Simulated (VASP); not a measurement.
# Al4Si (Al (110), 5 layers) in VASP: single point with LDA

Aim: the single point of Al4Si (Al (110), 5 layers) with LDA.

All numbers are computed with VASP 6.6.1; they aren't measurements. Logs are shortened: lines on timing, memory, paths and dates and some standing lists are left out, and cuts for length are marked.

## Step 1: The cell of the first run

The cell holds a slab with vacuum, 5 atoms: a = 2.817 Å, b = 3.984 Å, c = 21.634 Å, α = 90.00°, β = 90.00°, γ = 90.00°.

## Step 2: Single point, LDA

File INCAR:

```
PREC = Accurate
ENCUT = 400
EDIFF = 1E-6
ISMEAR = -1
SIGMA = 0.05
LREAL = F
LASPH = T
NELM = 120
ALGO = Normal
ISIF = 2
LWAVE = F
LCHARG = T
LDIPOL = T
IDIPOL = 3
DIPOL = 0.5 0.5 0.500
LELF = T
LVHAR = T
LVACPOTAV = T
NBANDS = 16
GGA_COMPAT = F
NELMDL = -8
```

File KPOINTS:

```
Automatic mesh
0
Gamma
  13 9 1
```

File POSCAR:

```
Al4Si
1.0
    2.8168008949      0.0000000000      0.0000000000
    0.0000000000      3.9835580280      0.0000000000
    0.0000000000      0.0000000000     21.6336000000
Si Al
1 4
Direct
    0.0000000000      0.0000000000      0.3749259573
    0.5000000000      0.5000000000      0.4352217579
    0.0000000000      0.0000000000      0.4999999954
    0.5000000000      0.5000000000      0.5647782477
    0.0000000000      0.0000000000      0.6250740417
```

Potentials or basis: VASP PAW LDA potentials, release 64 (Si, Al).

The run is started by

```bash
cat potpaw_LDA.64/Si/POTCAR potpaw_LDA.64/Al/POTCAR > POTCAR
mpirun -np 1 vasp_std > vasp.out
```

OUTCAR:

```text
PREC = Accurate
   ENCUT = 400
   EDIFF = 1E-6
   ISMEAR = -1
   LREAL = F
   LASPH = T
   NELM = 120
   ISIF = 2
   NELMDL = -8

 ion  position               nearest neighbor table
   1  0.000  0.000  0.375-   3 2.71   2 2.77   2 2.77   2 2.77   2 2.77
   2  0.500  0.500  0.435-   1 2.77   1 2.77   1 2.77   1 2.77   4 2.80   3 2.81   3 2.81   3 2.81
                             3 2.81
   3  0.000  0.000  0.500-   1 2.71   5 2.71   2 2.81   2 2.81   2 2.81   2 2.81   4 2.81   4 2.81
                             4 2.81   4 2.81
   4  0.500  0.500  0.565-   5 2.77   5 2.77   5 2.77   5 2.77   2 2.80   3 2.81   3 2.81   3 2.81
                             3 2.81
   5  0.000  0.000  0.625-   3 2.71   4 2.77   4 2.77   4 2.77   4 2.77

  LATTYP: Found a simple orthorhombic cell.
 ALAT       =     2.8168008949
 B/A-ratio  =     1.4142135623
 C/A-ratio  =     7.6802020474

  Lattice vectors:

 A1 = (   2.8168008949,   0.0000000000,   0.0000000000)
 A2 = (   0.0000000000,   3.9835580280,   0.0000000000)
 A3 = (   0.0000000000,   0.0000000000,  21.6336000000)

Analysis of symmetry for initial positions (statically):
=====================================================================
 Subroutine PRICEL returns:
 Original cell was already a primitive cell.

 Routine SETGRP: Setting up the symmetry group for a
 simple orthorhombic supercell.

 Subroutine GETGRP returns: Found  4 space group operations
 (whereof  4 operations were pure point group operations)
 out of a pool of  8 trial point group operations.

The static configuration has the point symmetry C_2v.

Analysis of symmetry for dynamics (positions and initial velocities):
=====================================================================
 Subroutine PRICEL returns:
 Original cell was already a primitive cell.

 Routine SETGRP: Setting up the symmetry group for a
 simple orthorhombic supercell.

 Subroutine GETGRP returns: Found  4 space group operations
 (whereof  4 operations were pure point group operations)
 out of a pool of  8 trial point group operations.

The dynamic configuration has the point symmetry C_2v.

 Subroutine INISYM returns: Found  4 space group operations
 (whereof  4 operations are pure point group operations),
 and found     1 'primitive' translations

----------------------------------------------------------------------------------------

                                     Primitive cell

  volume of cell :     242.7482

  direct lattice vectors                    reciprocal lattice vectors
     2.816800895  0.000000000  0.000000000     0.355012668  0.000000000  0.000000000
     0.000000000  3.983558028  0.000000000     0.000000000  0.251031865  0.000000000
     0.000000000  0.000000000 21.633600000     0.000000000  0.000000000  0.046224392

  length of vectors
     2.816800895  3.983558028 21.633600000     0.355012668  0.251031865  0.046224392

  position of ions in fractional coordinates (direct lattice)
     0.000000000  0.000000000  0.374925957
     0.500000000  0.500000000  0.435221758
     0.000000000  0.000000000  0.499999995
     0.500000000  0.500000000  0.564778248
     0.000000000  0.000000000  0.625074042

  ion indices of the primitive-cell ions
   primitive index   ion index
                 1           1
                 2           2
                 3           3
                 4           4
                 5           5

----------------------------------------------------------------------------------------

 KPOINTS: Automatic mesh

Automatic generation of k-mesh.
 Grid dimensions read from file:
 generate k-points for:   13    9    1

 Generating k-lattice:

  Cartesian coordinates                     Fractional coordinates (reciprocal lattice)
     0.027308667  0.000000000  0.000000000     0.076923077  0.000000000  0.000000000
     0.000000000  0.027892429  0.000000000     0.000000000  0.111111111  0.000000000
     0.000000000  0.000000000  0.046224392     0.000000000  0.000000000  1.000000000

  Length of vectors
     0.027308667  0.027892429  0.046224392

  Shift w.r.t. Gamma in fractional coordinates (k-lattice)
     0.000000000  0.000000000  0.000000000

 Subroutine IBZKPT returns following result:
 ===========================================

 Found     35 irreducible k-points:

 Following reciprocal coordinates:
            Coordinates               Weight
  0.000000  0.000000  0.000000      1.000000
  0.076923  0.000000  0.000000      2.000000
  0.153846  0.000000  0.000000      2.000000
  0.230769  0.000000  0.000000      2.000000
  0.307692  0.000000  0.000000      2.000000
  0.384615  0.000000  0.000000      2.000000
[... 16 lines left out ...]
  0.076923  0.333333  0.000000      4.000000
  0.153846  0.333333  0.000000      4.000000
 [... further k-points ...]
   k-points           NKPTS =     35   k-points in BZ     NKDIM =     35   number of bands    NBANDS=     16
   number of dos      NEDOS =    301   number of ions     NIONS =      5
   total plane-waves  NPLWV =  72576
   dimension x,y,z NGX =    18 NGY =   28 NGZ =  144
   dimension x,y,z NGXF=    36 NGYF=   56 NGZF=  288
   ions per type =               1   4
   NGX,Y,Z   is equivalent  to a cutoff of  10.62, 11.69, 11.07 a.u.
   NGXF,Y,Z  is equivalent  to a cutoff of  21.25, 23.37, 22.13 a.u.
 SYSTEM =  unknown system
   PREC   = accura    normal or accurate (medium, high low for compatibility)
   ISTART =      0    job   : 0-new  1-cont  2-samecut
   ICHARG =      2    charge: 1-file 2-atom 10-const
   ISPIN  =      1    spin polarized calculation?
   LNONCOLLINEAR =      F non collinear calculations
   LSORBIT =      F    spin-orbit coupling
   LASPH  =      T    aspherical Exc in radial PAW
   ENCUT  =  400.0 eV  29.40 Ry    5.42 a.u.   4.59  6.50 35.28*2*pi/ulx,y,z
   NELM   =    120;   NELMIN=  2; NELMDL= -8     # of ELM steps
   EDIFF  = 0.1E-05   stopping-criterion for ELM
   LREAL  =      F    real-space projection
   EDIFFG = 0.1E-04   stopping-criterion for IOM
   NSW    =      0    number of steps for IOM
   IBRION =     -1    ionic relax: 0-MD 1-quasi-New 2-CG
   NFREE  =      0    steps in history (QN), initial steepest desc. (CG)
   ISIF   =      2    stress and relaxation
   ISYM   =      2    0-nonsym 1-usesym 2-fastsym
   POTIM  = 0.5000    time-step for ionic-motion
   TEBEG  =    0.0;   TEEND  =   0.0 temperature during run
   PSTRESS=    0.0 pullay stress
   NELECT =      16.0000    total number of electrons
   NUPDOWN=      -1.0000    fix difference up-down
   EMIN   =  10.00;   EMAX   =-10.00  energy-range for DOS
   EFERMI =   0.00;   METHOD = LEGACY
   ISMEAR =    -1;   SIGMA  =   0.05  broadening in eV -4-tet -1-fermi 0-gaus
   EFERMI_NEDOS =   21; number of points for ismear=-14 and -15
   IALGO  =     38    algorithm
   IMIX   =      4    mixing-type and parameters
     AMIX     =   0.40;   BMIX     =  1.00
     AMIX_MAG =   1.60;   BMIX_MAG =  1.00
  volume/ion in A,a.u.               =      48.55       327.63
  Fermi-wavevector in a.u.,A,eV,Ry     =   0.661296  1.249669  5.950003  0.437313
  Thomas-Fermi vector in A             =   1.734011
   LORBIT       =      0    0 simple, 1 ext, 2 COOP (PROOUT), +10 PAW based schemes
   GGA     = CA    functional components
   LHFCALC =     F    Hartree Fock is set to
   AEXX    =    0.0000 exact exchange contribution
   IVDW    =     0    specifies the selected vdW correction
   LEPSILON=     F    determine dielectric tensor
   LRPA    =     F    only Hartree local field effects (RPA)
 non-spin polarized calculation
  energy-cutoff  :      400.00
  volume of cell :      242.75
 maximum number of plane-waves:      4445
   NGX =  9   NGY = 13   NGZ = 71

 dipolmoment           0.000000      0.000000      0.032362 electrons x Angstroem

 number of electron      16.0000000 magnetization

 dipolmoment           0.000000      0.000000     -0.029793 electrons x Angstroem

 Free energy of the ion-electron system (eV)
  ---------------------------------------------------
  ext. energy  EPLUGINS =         0.00000000
  ---------------------------------------------------
  free energy    TOTEN  =       -20.82762162 eV

  energy without entropy =      -20.79792367  energy(sigma->0) =      -20.81277265

 E-fermi :  -0.1632     XC(G=0):  -4.3749

 val. band max:       -0.1759113367   @ k =   0.3077   0.4444   0.0000
 cond. band min:      -0.1579306508   @ k =   0.2308   0.3333   0.0000
 fundamental gap:      0.0179806858
 Fermi energy:        -0.1631857462

 k-point     1 :       0.0000    0.0000    0.0000
  band No.  band energies     occupation
      1     -11.5104      2.00000
      2      -9.9700      2.00000
      3      -7.1587      2.00000
      4      -4.0647      2.00000
      5      -3.0504      2.00000
      6      -1.6357      2.00000
[... 8 lines left out ...]
     15       4.5433      0.00000
     16       4.7930      0.00000

 k-point     2 :       0.0769    0.0000    0.0000
  band No.  band energies     occupation
      1     -11.4018      2.00000
      2      -9.8623      2.00000
      3      -7.0521      2.00000
      4      -3.9614      2.00000
      5      -2.9510      2.00000
      6      -1.5368      2.00000
[... 8 lines left out ...]
     15       4.5231      0.00000
     16       4.6410      0.00000

 k-point     3 :       0.1538    0.0000    0.0000
  band No.  band energies     occupation
      1     -11.0767      2.00000
      2      -9.5398      2.00000
      3      -6.7331      2.00000
      4      -3.6533      2.00000
      5      -2.6531      2.00000
      6      -1.2405      2.00000
[... 8 lines left out ...]
     15       4.3359      0.00000
     16       4.8620      0.00000

 k-point     4 :       0.2308    0.0000    0.0000
  band No.  band energies     occupation
      1     -10.5373      2.00000
      2      -9.0051      2.00000
      3      -6.2047      2.00000
      4      -3.1491      2.00000
      5      -2.1572      2.00000
      6      -1.1451      2.00000
[... 8 lines left out ...]
     15       4.3066      0.00000
     16       4.9902      0.00000

 k-point     5 :       0.3077    0.0000    0.0000
  band No.  band energies     occupation
      1      -9.7881      2.00000
      2      -8.2635      2.00000
      3      -5.4760      2.00000
      4      -2.8967      2.00000
      5      -2.4685      2.00000
      6      -1.4657      2.00000
[... 8 lines left out ...]
     15       4.5538      0.00000
     16       4.8755      0.00000

 k-point     6 :       0.3846    0.0000    0.0000
  band No.  band energies     occupation
      1      -8.8391      2.00000
      2      -7.3303      2.00000
      3      -4.8065      2.00000
      4      -4.3208      2.00000
      5      -3.1557      2.00000
      6      -1.6113      2.00000
[... 8 lines left out ...]
     15       3.8946      0.00000
     16       4.4688      0.00000
[... 267 lines left out ...]
 k-point    21 :       0.4615    0.2222    0.0000
  band No.  band energies     occupation
      1      -7.3347      2.00000
      2      -6.0241      2.00000
      3      -5.5302      2.00000
      4      -4.2215      2.00000
      5      -3.1289      2.00000
      6      -2.0864      2.00000
[... 8 lines left out ...]
     15       3.7320      0.00000
     16       4.8182      0.00000

 k-point    22 :       0.0000    0.3333    0.0000
  band No.  band energies     occupation
      1     -10.5619      2.00000
      2      -9.0903      2.00000
      3      -7.3743      2.00000
      4      -6.1682      2.00000
      5      -5.5588      2.00000
      6      -3.2621      2.00000
[... 8 lines left out ...]
     15       5.7779      0.00000
     16       5.8624      0.00000

 k-point    23 :       0.0769    0.3333    0.0000
  band No.  band energies     occupation
      1     -10.4545      2.00000
      2      -8.9834      2.00000
      3      -7.2681      2.00000
      4      -6.0618      2.00000
      5      -5.4536      2.00000
      6      -3.1616      2.00000
[... 8 lines left out ...]
     15       5.5155      0.00000
     16       5.6531      0.00000

 k-point    24 :       0.1538    0.3333    0.0000
  band No.  band energies     occupation
      1     -10.1328      2.00000
      2      -8.6636      2.00000
      3      -6.9501      2.00000
      4      -5.7437      2.00000
      5      -5.1390      2.00000
      6      -2.8613      2.00000
[... 8 lines left out ...]
     15       5.1878      0.00000
     16       5.3278      0.00000

 [... further k-points ...]
[... 5 lines left out ...]
  --------------------------------------------------------------------------------------
  -------------------------------------------------------------------------------------
  Total       -0.4636541     -2.6310818     -1.2174468      0.0000000      0.0000000      0.0000000
  in kB       -3.0601917    -17.3655617     -8.0353443      0.0000000      0.0000000      0.0000000
  external PRESSURE =      -9.4870326 kB  Pullay stress =       0.0000000 kB

 VOLUME and BASIS-vectors are now :
 -----------------------------------------------------------------------------
  energy-cutoff  :      400.00
  volume of cell :      242.75
      direct lattice vectors                 reciprocal lattice vectors
     2.816800895  0.000000000  0.000000000     0.355012668  0.000000000  0.000000000
     0.000000000  3.983558028  0.000000000     0.000000000  0.251031865  0.000000000
     0.000000000  0.000000000 21.633600000     0.000000000  0.000000000  0.046224392

 POSITION                                       TOTAL-FORCE (eV/Angst)
 -----------------------------------------------------------------------------------
      0.00000      0.00000      8.11100         0.000000      0.000000      0.759244
      1.40840      1.99178      9.41541         0.000000      0.000000     -0.495739
      0.00000      0.00000     10.81680         0.000000      0.000000     -0.254327
      1.40840      1.99178     12.21819         0.000000      0.000000     -0.134527
      0.00000      0.00000     13.52260         0.000000      0.000000      0.125348
 -----------------------------------------------------------------------------------
    total drift:                               -0.000000     -0.000000     -0.000045

  FREE ENERGIE OF THE ION-ELECTRON SYSTEM (eV)
  ---------------------------------------------------
  free  energy   TOTEN  =       -20.8276216245 eV

  energy  without entropy=      -20.7979236732  energy(sigma->0) =      -20.81277265

 vacuum level on the upper side and lower side of the slab         3.986         4.466
```

Run time: 87 s. Hardware: 1 thread of Intel Xeon 6975P-C (Granite Rapids), shared host; peak memory 0.24 GiB.

Results:

```yaml
Free_energy: -20.8276 eV
Largest_force: 0.759 eV/Å
Band_gap_on_the_k_mesh: zero (band 8 reaches 0.42 eV, above the bottom of band 9 at -1.15 eV)
```

Forces in eV/Å, atoms in the order of the input:
```
Si   0.000  0.000  0.759
Al   0.000  0.000 -0.496
Al   0.000  0.000 -0.254
Al   0.000  0.000 -0.135
Al   0.000  0.000  0.125
```

Levels at points of the mesh, in eV from the Fermi level:
| k point | band 6 | band 7 | band 8 | band 9 | band 10 | band 11 |
| --- | --- | --- | --- | --- | --- | --- |
| (0.00, 0.00, 0.00) | -1.47 | -1.34 | -0.99 | 0.36 | 1.28 | 2.07 |
